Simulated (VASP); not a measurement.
# C (Fmmm) in VASP: further runs, part 2 of 2

VASP 6.6.1. The steps go on from the part before.

**4. Single point, PBE+D3(BJ)**

This run uses another cell than the first one, of the same volume but with other edges.

File INCAR:

```
ALGO = Normal ; EDIFF = 1E-6
ENCUT = 520 ; GGA = PE
ISIF = 2 ; ISMEAR = 0
IVDW = 12 ; LASPH = True
LCHARG = False ; LREAL = False
LWAVE = False ; NBANDS = 16
NELM = 60 ; PREC = Accurate
SIGMA = 0.15
```

File KPOINTS:

```
k-points
0
Gamma
  24 24 8
```

File POSCAR:

```
C
1.0
    1.3279601472     -2.2989392136      0.0000000000
    1.3279601472      2.2989392136      0.0000000000
    0.0000000000      0.0000000000      5.8591865225
C
4
Direct
    0.0833101797      0.9166898203      0.7500000000
    0.5833101797      0.4166898203      0.2500000000
    0.9166898203      0.0833101797      0.2500000000
    0.4166898203      0.5833101797      0.7500000000
```

Potentials or basis: VASP PAW PBE potentials, release 64 (C).

On the command line:

```sh
$ cat potpaw_PBE.64/C/POTCAR > POTCAR
$ mpirun -np 1 vasp_std > vasp.out
```

OUTCAR:

```text
EDIFF = 1E-6
   ENCUT = 520
   GGA = PE
   ISIF = 2
   ISMEAR = 0
   IVDW = 12
   LASPH = True
   LREAL = False
   NELM = 60
   PREC = Accurate
 IVDW          = 12

 ion  position               nearest neighbor table
   1  0.083  0.917  0.750-   4 1.53   4 1.53   4 1.53
   2  0.583  0.417  0.250-   3 1.53   3 1.53   3 1.53
   3  0.917  0.083  0.250-   2 1.53   2 1.53   2 1.53
   4  0.417  0.583  0.750-   1 1.53   1 1.53   1 1.53

  LATTYP: Found a base centered orthorhombic cell.
 ALAT       =     2.6559202944
 B/A-ratio  =     1.7311808780
 C/A-ratio  =     2.2060852258

  Lattice vectors:

 A1 = (   1.3279601472,  -2.2989392136,   0.0000000000)
 A2 = (   1.3279601472,   2.2989392136,   0.0000000000)
 A3 = (   0.0000000000,   0.0000000000,   5.8591865225)

Analysis of symmetry for initial positions (statically):
=====================================================================
 Subroutine PRICEL returns following result:

  LATTYP: Found a face centered orthorhombic cell.
 ALAT       =     2.6559202944
 B/A-ratio  =     1.7311808780
 C/A-ratio  =     2.2060852258

  Lattice vectors:

 A1 = (   0.0000000000,  -2.2989392136,  -2.9295932612)
 A2 = (   1.3279601472,   0.0000000000,  -2.9295932612)
 A3 = (   1.3279601472,  -2.2989392136,   0.0000000000)

   2 primitive cells build up your supercell.

 Routine SETGRP: Setting up the symmetry group for a
 base centered orthorhombic supercell.

 Subroutine GETGRP returns: Found  8 space group operations
 (whereof  4 operations were pure point group operations)
 out of a pool of  8 trial point group operations.

The static configuration has the point symmetry C_2h.
 The point group associated with its full space group is D_2h.

Analysis of symmetry for dynamics (positions and initial velocities):
[... 142 lines left out ...]
   IMIX   =      4    mixing-type and parameters
     AMIX     =   0.40;   BMIX     =  1.00
     AMIX_MAG =   1.60;   BMIX_MAG =  1.00
  volume/ion in A,a.u.               =       8.94        60.36
  Fermi-wavevector in a.u.,A,eV,Ry     =   1.251954  2.365849 21.325603  1.567388
  Thomas-Fermi vector in A             =   2.385877
   LORBIT       =      0    0 simple, 1 ext, 2 COOP (PROOUT), +10 PAW based schemes
   GGA     = PE    functional components
   LHFCALC =     F    Hartree Fock is set to
   AEXX    =    0.0000 exact exchange contribution
   IVDW    =    12    specifies the selected vdW correction
   LEPSILON=     F    determine dielectric tensor
   LRPA    =     F    only Hartree local field effects (RPA)
 non-spin polarized calculation
 Gauss-broadening in eV      SIGMA  =   0.15
  energy-cutoff  :      520.00
  volume of cell :       35.78
 maximum number of plane-waves:       993
   NGX =  9   NGY =  9   NGZ = 21

 number of electron      15.9999999 magnetization

 Free energy of the ion-electron system (eV)
  ---------------------------------------------------
  ext. energy  EPLUGINS =         0.00000000
  ---------------------------------------------------
  free energy    TOTEN  =       -35.26849745 eV

  energy without entropy =      -35.26697118  energy(sigma->0) =      -35.26773432

 E-fermi :   4.7885     XC(G=0): -10.7354

 val. band max:        4.7604590088   @ k =   0.3333   0.3333   0.3750
 cond. band min:       4.7891032307   @ k =   0.4167   0.3333   0.1250
 fundamental gap:      0.0286442219
 Fermi energy:         4.7885020661

 k-point     1 :       0.0000    0.0000    0.0000
  band No.  band energies     occupation
      1     -13.6097      2.00000
      2     -12.7584      2.00000
      3      -3.2870      2.00000
      4       0.5680      2.00000
      5       1.4925      2.00000
      6       1.5585      2.00000
[... 433 lines left out ...]
      3      -7.2605      2.00000
      4      -6.9882      2.00000
      5      -1.3187      2.00000
      6      -1.2194      2.00000
[... 8 lines left out ...]
     15      18.6063      0.00000
     16      19.5727      0.00000

 [... further k-points ...]

------------------------ aborting loop because EDIFF is reached ----------------------------------------

 Edisp (eV)   -0.66658

 E8    (eV) :    -0.1923

  FORCE on cell =-STRESS in cart. coord.  units (eV):
  Direction    XX          YY          ZZ          XY          YZ          ZX
  --------------------------------------------------------------------------------------
  -------------------------------------------------------------------------------------
  Total     -17.14993   -17.71362     2.46116     0.00000    -0.00000     0.00000
  in kB    -768.05656  -793.30132   110.22241     0.00000    -0.00000     0.00000
  external pressure =     -483.71 kB  Pullay stress =        0.00 kB

 VOLUME and BASIS-vectors are now :
 -----------------------------------------------------------------------------
  energy-cutoff  :      520.00
  volume of cell :       35.78
      direct lattice vectors                 reciprocal lattice vectors
     1.327960147 -2.298939214  0.000000000     0.376517323 -0.217491614  0.000000000
     1.327960147  2.298939214  0.000000000     0.376517323  0.217491614  0.000000000
     0.000000000  0.000000000  5.859186522     0.000000000  0.000000000  0.170672157

 POSITION                                       TOTAL-FORCE (eV/Angst)
 -----------------------------------------------------------------------------------
      1.32796      1.91589      4.39439         0.000000     -0.034388     -0.000000
      1.32796     -0.38305      1.46480         0.000000     -0.034388      0.000000
      1.32796     -1.91589      1.46480         0.000000      0.034388     -0.000000
      1.32796      0.38305      4.39439         0.000000      0.034388      0.000000
 -----------------------------------------------------------------------------------
    total drift:                                0.000000     -0.000000      0.000000

  FREE ENERGIE OF THE ION-ELECTRON SYSTEM (eV)
  ---------------------------------------------------
  free  energy   TOTEN  =       -35.9350755602 eV

  energy  without entropy=      -35.9335492903  energy(sigma->0) =      -35.93431243
```

stdout:

```text
POSCAR found type information on POSCAR C
 POSCAR found :  1 types and       4 ions
 scaLAPACK will be used
 LDA part: xc-table for (Slater+PW92), standard interpolation
 POSCAR, INCAR and KPOINTS ok, starting setup
 FFT: planning ... GRIDC
 FFT: planning ... GRID_SOFT
 FFT: planning ... GRID
 WAVECAR not read
 entering main loop
```

It took 8.2 min on 1 thread of Intel Xeon 8259CL, shared host; peak memory 0.42 GiB.

Results:

```
Free energy                : -35.9351 eV
Pressure                   : -48.4 GPa
Largest force              : 0.034 eV/Å
Band gap on the k mesh     : zero (bands 8 and 9 overlap by 0.69 eV)
Dispersion energy per atom : -0.167 eV
```

Forces in eV/Å, atoms in the order of the input:
```
C    0.000 -0.034  0.000
C    0.000 -0.034  0.000
C    0.000  0.034  0.000
C    0.000  0.034  0.000
```

Caveat: the stress differs along the axes, from -79 to 11 GPa.

**5. Single point, PBE+D3(BJ)**

This run uses another cell than the first one, of the same volume but with other edges.

File INCAR:

```
  PREC = Accurate
  ENCUT = 520
  EDIFF = 1E-6
  ISMEAR = 0
  SIGMA = 0.15
  LREAL = False
  LASPH = True
  NELM = 60
  ALGO = Normal
  ISIF = 2
  LWAVE = False
  LCHARG = True
  GGA = PE
  IVDW = 12
  LELF = True
  LVHAR = True
  NBANDS = 16
```

File KPOINTS:

```
Automatic mesh
0
Gamma
  24 24 8
```

File POSCAR:

```
C
1.0
    1.1295373254     -1.9554334188      0.0000000000
    1.1295373254      1.9554334188      0.0000000000
    0.0000000000      0.0000000000      8.0985307185
C
4
Direct
    0.0833101797      0.9166898203      0.7500000000
    0.5833101797      0.4166898203      0.2500000000
    0.9166898203      0.0833101797      0.2500000000
    0.4166898203      0.5833101797      0.7500000000
```

Potentials or basis: VASP PAW PBE potentials, release 64 (C).

On the command line:

```sh
$ cat potpaw_PBE.64/C/POTCAR > POTCAR
$ mpirun -np 1 vasp_std > vasp.out
```

OUTCAR:

```text
PREC = Accurate
   ENCUT = 520
   EDIFF = 1E-6
   ISMEAR = 0
   LREAL = False
   LASPH = True
   NELM = 60
   ISIF = 2
   GGA = PE
   IVDW = 12
 IVDW          = 12

 ion  position               nearest neighbor table
   1  0.083  0.917  0.750-   4 1.30   4 1.30   4 1.30
   2  0.583  0.417  0.250-   3 1.30   3 1.30   3 1.30
   3  0.917  0.083  0.250-   2 1.30   2 1.30   2 1.30
   4  0.417  0.583  0.750-   1 1.30   1 1.30   1 1.30

  LATTYP: Found a base centered orthorhombic cell.
 ALAT       =     2.2590746508
 B/A-ratio  =     1.7311808781
 C/A-ratio  =     3.5848884921

  Lattice vectors:

 A1 = (   1.1295373254,  -1.9554334188,   0.0000000000)
 A2 = (   1.1295373254,   1.9554334188,   0.0000000000)
 A3 = (   0.0000000000,   0.0000000000,   8.0985307185)

Analysis of symmetry for initial positions (statically):
=====================================================================
 Subroutine PRICEL returns following result:

  LATTYP: Found a face centered orthorhombic cell.
 ALAT       =     2.2590746508
 B/A-ratio  =     1.7311808781
 C/A-ratio  =     3.5848884921

  Lattice vectors:

 A1 = (   0.0000000000,  -1.9554334188,  -4.0492653593)
 A2 = (   1.1295373254,   0.0000000000,  -4.0492653593)
 A3 = (   1.1295373254,  -1.9554334188,  -0.0000000000)

   2 primitive cells build up your supercell.

 Routine SETGRP: Setting up the symmetry group for a
 base centered orthorhombic supercell.

 Subroutine GETGRP returns: Found  8 space group operations
 (whereof  4 operations were pure point group operations)
 out of a pool of  8 trial point group operations.

The static configuration has the point symmetry C_2h.
 The point group associated with its full space group is D_2h.

Analysis of symmetry for dynamics (positions and initial velocities):
=====================================================================
 Subroutine PRICEL returns following result:

  LATTYP: Found a face centered orthorhombic cell.
 ALAT       =     2.2590746508
 B/A-ratio  =     1.7311808781
 C/A-ratio  =     3.5848884921

  Lattice vectors:

 A1 = (   0.0000000000,  -1.9554334188,  -4.0492653593)
 A2 = (   1.1295373254,   0.0000000000,  -4.0492653593)
 A3 = (   1.1295373254,  -1.9554334188,  -0.0000000000)

   2 primitive cells build up your supercell.

 Routine SETGRP: Setting up the symmetry group for a
 base centered orthorhombic supercell.

 Subroutine GETGRP returns: Found  8 space group operations
 (whereof  4 operations were pure point group operations)
 out of a pool of  8 trial point group operations.

The dynamic configuration has the point symmetry C_2h.
 The point group associated with its full space group is D_2h.

 Subroutine INISYM returns: Found  8 space group operations
 (whereof  4 operations are pure point group operations),
 and found     2 'primitive' translations

----------------------------------------------------------------------------------------

                                     Primitive cell

  volume of cell :      17.8875

  direct lattice vectors                    reciprocal lattice vectors
     0.000000000 -1.955433419 -4.049265359    -0.442659121 -0.255697788 -0.123479188
[... 41 lines left out ...]
 Following reciprocal coordinates:
            Coordinates               Weight
  0.000000  0.000000  0.000000      1.000000
  0.041667  0.000000  0.000000      4.000000
  0.083333  0.000000  0.000000      4.000000
  0.125000  0.000000  0.000000      4.000000
  0.166667  0.000000  0.000000      4.000000
  0.208333  0.000000  0.000000      4.000000
[... 16 lines left out ...]
  0.416667  0.041667  0.000000      4.000000
  0.458333  0.041667  0.000000      4.000000
 [... further k-points ...]
   k-points           NKPTS =    785   k-points in BZ     NKDIM =    785   number of bands    NBANDS=     16
   number of dos      NEDOS =    301   number of ions     NIONS =      4
   total plane-waves  NPLWV =  19440
   dimension x,y,z NGX =    18 NGY =   18 NGZ =   60
   dimension x,y,z NGXF=    36 NGYF=   36 NGZF=  120
   ions per type =               4
   NGX,Y,Z   is equivalent  to a cutoff of  13.25, 13.25, 12.32 a.u.
   NGXF,Y,Z  is equivalent  to a cutoff of  26.50, 26.50, 24.63 a.u.
 SYSTEM =  unknown system
   PREC   = accura    normal or accurate (medium, high low for compatibility)
   ISTART =      0    job   : 0-new  1-cont  2-samecut
   ICHARG =      2    charge: 1-file 2-atom 10-const
   ISPIN  =      1    spin polarized calculation?
   LNONCOLLINEAR =      F non collinear calculations
   LSORBIT =      F    spin-orbit coupling
   LASPH  =      T    aspherical Exc in radial PAW
   ENCUT  =  520.0 eV  38.22 Ry    6.18 a.u.   4.20  4.20 15.06*2*pi/ulx,y,z
   NELM   =     60;   NELMIN=  2; NELMDL= -5     # of ELM steps
   EDIFF  = 0.1E-05   stopping-criterion for ELM
   LREAL  =      F    real-space projection
   EDIFFG = 0.1E-04   stopping-criterion for IOM
   NSW    =      0    number of steps for IOM
   IBRION =     -1    ionic relax: 0-MD 1-quasi-New 2-CG
   NFREE  =      0    steps in history (QN), initial steepest desc. (CG)
   ISIF   =      2    stress and relaxation
   ISYM   =      2    0-nonsym 1-usesym 2-fastsym
   POTIM  = 0.5000    time-step for ionic-motion
   TEBEG  =    0.0;   TEEND  =   0.0 temperature during run
   PSTRESS=    0.0 pullay stress
   NELECT =      16.0000    total number of electrons
   NUPDOWN=      -1.0000    fix difference up-down
   EMIN   =  10.00;   EMAX   =-10.00  energy-range for DOS
   EFERMI =   0.00;   METHOD = LEGACY
   ISMEAR =     0;   SIGMA  =   0.15  broadening in eV -4-tet -1-fermi 0-gaus
   EFERMI_NEDOS =   21; number of points for ismear=-14 and -15
   IALGO  =     38    algorithm
   IMIX   =      4    mixing-type and parameters
     AMIX     =   0.40;   BMIX     =  1.00
     AMIX_MAG =   1.60;   BMIX_MAG =  1.00
  volume/ion in A,a.u.               =       8.94        60.36
  Fermi-wavevector in a.u.,A,eV,Ry     =   1.251954  2.365849 21.325603  1.567388
  Thomas-Fermi vector in A             =   2.385877
   LORBIT       =      0    0 simple, 1 ext, 2 COOP (PROOUT), +10 PAW based schemes
   GGA     = PE    functional components
   LHFCALC =     F    Hartree Fock is set to
   AEXX    =    0.0000 exact exchange contribution
   IVDW    =    12    specifies the selected vdW correction
   LEPSILON=     F    determine dielectric tensor
   LRPA    =     F    only Hartree local field effects (RPA)
 non-spin polarized calculation
 Gauss-broadening in eV      SIGMA  =   0.15
  energy-cutoff  :      520.00
  volume of cell :       35.78
 maximum number of plane-waves:       984
 NGX is ok and might be reduce to    18

 number of electron      15.9999997 magnetization

 Free energy of the ion-electron system (eV)
  ---------------------------------------------------
  ext. energy  EPLUGINS =         0.00000000
  ---------------------------------------------------
  free energy    TOTEN  =       -34.45047802 eV

  energy without entropy =      -34.44956824  energy(sigma->0) =      -34.45002313

 E-fermi :   4.7073     XC(G=0):  -9.4899

 val. band max:        4.7053587961   @ k =   0.3333   0.3333   0.5000
 cond. band min:       4.7097002492   @ k =   0.3333   0.3333   0.5000
 fundamental gap:      0.0043414531
 Fermi energy:         4.7072976223

 k-point     1 :       0.0000    0.0000    0.0000
  band No.  band energies     occupation
      1     -17.0447      2.00000
      2     -16.9950      2.00000
      3      -5.1338      2.00000
      4      -4.5631      2.00000
      5       1.8727      2.00000
      6       1.8749      2.00000
[... 433 lines left out ...]
      3      -9.8383      2.00000
      4      -9.8127      2.00000
      5      -2.5629      2.00000
      6      -2.5606      2.00000
[... 8 lines left out ...]
     15      18.3741      0.00000
     16      19.4539      0.00000

 [... further k-points ...]

------------------------ aborting loop because EDIFF is reached ----------------------------------------

 Edisp (eV)   -0.45914

 E8    (eV) :    -0.1281

  FORCE on cell =-STRESS in cart. coord.  units (eV):
  Direction    XX          YY          ZZ          XY          YZ          ZX
  --------------------------------------------------------------------------------------
  -------------------------------------------------------------------------------------
  Total      29.15588    29.25174    -0.47976     0.00000     0.00000     0.00000
  in kB    1305.74048  1310.03363   -21.48610     0.00000     0.00000     0.00000
  external pressure =      864.76 kB  Pullay stress =        0.00 kB

 VOLUME and BASIS-vectors are now :
 -----------------------------------------------------------------------------
  energy-cutoff  :      520.00
  volume of cell :       35.78
      direct lattice vectors                 reciprocal lattice vectors
     1.129537325 -1.955433419  0.000000000     0.442659121 -0.255697788  0.000000000
     1.129537325  1.955433419  0.000000000     0.442659121  0.255697788  0.000000000
     0.000000000  0.000000000  8.098530718     0.000000000  0.000000000  0.123479188

 POSITION                                       TOTAL-FORCE (eV/Angst)
 -----------------------------------------------------------------------------------
      1.12954      1.62962      6.07390         0.000000      0.002140     -0.000000
      1.12954     -0.32582      2.02463         0.000000      0.002140      0.000000
      1.12954     -1.62962      2.02463         0.000000     -0.002140     -0.000000
      1.12954      0.32582      6.07390         0.000000     -0.002140      0.000000
 -----------------------------------------------------------------------------------
    total drift:                                0.000000      0.000000      0.000000

  FREE ENERGIE OF THE ION-ELECTRON SYSTEM (eV)
  ---------------------------------------------------
  free  energy   TOTEN  =       -34.9096146018 eV

  energy  without entropy=      -34.9087048182  energy(sigma->0) =      -34.90915971
```

OSZICAR:

```text
N       E                     dE             d eps       ncg     rms          rms(c)
DAV:   1     0.487826713657E+02    0.48783E+02   -0.81961E+03 25320   0.926E+02
DAV:   2    -0.365583047398E+02   -0.85341E+02   -0.77550E+02 34688   0.209E+02
DAV:   3    -0.396143234246E+02   -0.30560E+01   -0.30392E+01 33040   0.377E+01
DAV:   4    -0.396410526516E+02   -0.26729E-01   -0.26718E-01 32784   0.427E+00
DAV:   5    -0.396414730095E+02   -0.42036E-03   -0.42028E-03 32656   0.507E-01    0.123E+01
DAV:   6    -0.357430029357E+02    0.38985E+01   -0.27638E+00 29608   0.106E+01    0.730E+00
DAV:   7    -0.344253934744E+02    0.13176E+01   -0.34563E+00 32832   0.119E+01    0.240E+00
DAV:   8    -0.344530934556E+02   -0.27700E-01   -0.14509E-01 29624   0.227E+00    0.481E-01
DAV:   9    -0.344500728841E+02    0.30206E-02   -0.36545E-03 31696   0.421E-01    0.212E-01
DAV:  10    -0.344504582798E+02   -0.38540E-03   -0.21859E-03 29040   0.290E-01    0.133E-01
DAV:  11    -0.344504746018E+02   -0.16322E-04   -0.56671E-05 33392   0.510E-02    0.201E-02
DAV:  12    -0.344504776287E+02   -0.30269E-05   -0.21640E-06 29800   0.129E-02    0.169E-03
DAV:  13    -0.344504780188E+02   -0.39011E-06   -0.38704E-07 26336   0.533E-03
   1 F= -.34909615E+02 E0= -.34909160E+02  d E =-.909784E-03
```

stdout:

```text
POSCAR found type information on POSCAR C
 POSCAR found :  1 types and       4 ions
 scaLAPACK will be used
 LDA part: xc-table for (Slater+PW92), standard interpolation
 POSCAR, INCAR and KPOINTS ok, starting setup
 FFT: planning ... GRIDC
 FFT: planning ... GRID_SOFT
 FFT: planning ... GRID
 WAVECAR not read
 entering main loop
```

Run time: 9.9 min. Hardware: 1 thread of Intel Xeon 8259CL, shared host; peak memory 0.42 GiB.

What came out:

```yaml
Free_energy: -34.9096 eV
Pressure: 86.5 GPa
Band_gap_on_the_k_mesh: zero (filled and empty bands touch)
Dispersion_energy_per_atom: -0.115 eV
```

Forces in eV/Å, atoms in the order of the input:
```
C    0.000  0.002  0.000
C    0.000  0.002  0.000
C    0.000 -0.002  0.000
C    0.000 -0.002  0.000
```

Stress tensor (GPa, compression positive):
```
130.57   0.00   0.00
  0.00 131.00   0.00
  0.00   0.00  -2.15
```

Caveat: the stress differs along the axes, from -2 to 131 GPa.

**6. The runs side by side**

```csv
cell,gap on the mesh (eV),pressure (GPa)
"a = 2.498, b = 2.498, c = 6.616 Å, angles 90.0, 90.0, 120.0°, 4 atoms",none,-10.6
"a = 2.425, b = 2.425, c = 7.024 Å, angles 90.0, 90.0, 120.0°, 4 atoms",none,14.9
"a = 2.655, b = 2.655, c = 5.859 Å, angles 90.0, 90.0, 120.0°, 4 atoms",none,-48.4
"a = 2.258, b = 2.258, c = 8.099 Å, angles 90.0, 90.0, 120.0°, 4 atoms",none,86.5
```

Alike in all rows: task single point; level PBE+D3(BJ); potentials or basis VASP PAW PBE potentials, release 64 (C); no spin polarisation; k mesh 24 × 24 × 8; cutoff (eV) 520; smearing gaussian 0.15 eV.

Caveats: the stress differs along the axes, from -17 to 1 GPa (at least some runs); the stress differs along the axes, from -1 to 23 GPa (at least some runs); the stress differs along the axes, from -79 to 11 GPa (at least some runs); the stress differs along the axes, from -2 to 131 GPa (at least some runs).

Total energies depend on the potentials used, so only differences within one code and one set of settings carry meaning.

The gap in the log of VASP goes by the Fermi energy; the results here count the filled bands.